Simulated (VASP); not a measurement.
Set up this calculation in VASP 6.6.1, as the native input.

```yaml
Task: single point
Functional: HSE06
Potentials_or_basis: VASP PAW PBE potentials, release 64 (Li_sv, F)
Cutoff: 650 eV
k_mesh: 8 × 8 × 8
Occupations: gaussian, width 0.01 eV
Spin: no spin polarisation
Dipole_correction: no
Grid_for_exact_exchange_PRECFOCK: Normal
Further_INCAR_settings: ALGO = Normal; EDIFF = 1e-06; NBANDS = 12
Share_of_exact_exchange: 0.25
Screening_parameter: 0.2079 1/Å
```

The system is LiF.

```
CELL_PARAMETERS angstrom
0.00000 2.06848 1.99487
2.06848 0.00000 1.99487
2.06848 2.06848 0.00000
ATOMIC_POSITIONS crystal
Li 0.00000 0.00000 0.00000
F 0.50000 0.50000 0.50000
```

This cell differs from its parent crystal: biaxial xy strain +3.7%.

These files were run (other wordings do the same):

POSCAR

```
LiF
1.0
    0.0000000000      2.0684825078      1.9948717406
    2.0684825078      0.0000000000      1.9948717406
    2.0684825078      2.0684825078      0.0000000000
Li F
1 1
Direct
    0.0000000000      0.0000000000      0.0000000000
    0.5000000000      0.5000000000      0.5000000000
```

INCAR.step1

```
  PREC = Accurate
  ENCUT = 650
  EDIFF = 1E-5
  ISMEAR = 0
  SIGMA = 0.01
  LREAL = False
  LASPH = True
  NELM = 120
  ALGO = Normal
  ISIF = 2
  LWAVE = True
  NBANDS = 12
  GGA = PE
  GGA_COMPAT = False
  KPAR = 4
```

INCAR.step2

```
  PREC = Accurate
  ENCUT = 650
  EDIFF = 1E-6
  ISMEAR = 0
  SIGMA = 0.01
  LREAL = False
  LASPH = True
  NELM = 120
  ALGO = Normal
  ISIF = 2
  LWAVE = False
  LCHARG = True
  GGA = PE
  LHFCALC = True
  HFSCREEN = 0.2079
  PRECFOCK = Normal
  LVHAR = True
  NBANDS = 12
  ISTART = 1
  GGA_COMPAT = False
  KPAR = 4
```

KPOINTS

```
regular mesh
0
Gamma
  8 8 8
```

Potentials or basis: VASP PAW PBE potentials, release 64 (Li_sv, F).

Command:

```sh
$ cat potpaw_PBE.64/Li_sv/POTCAR potpaw_PBE.64/F/POTCAR > POTCAR
$ cp INCAR.step1 INCAR
$ mpirun -np 4 vasp_std > vasp.out
$ cp INCAR.step2 INCAR
$ mpirun -np 4 vasp_std > vasp.out
```

Results of the run:

```yaml
Pressure: -4.3 GPa
Band_gap_on_the_k_mesh: 10.94 eV
```

Caveat: the cell differs from its parent crystal (biaxial xy strain +3.7%); the cell stands under tension; the PAW data sets were made with another functional, which shifts forces and pressure a little.

Run time: 9.6 min on 4 MPI ranks on Intel(R) Xeon(R) Platinum 8488C (Sapphire Rapids), with other jobs on the host, peak memory 0.25 GiB a rank.
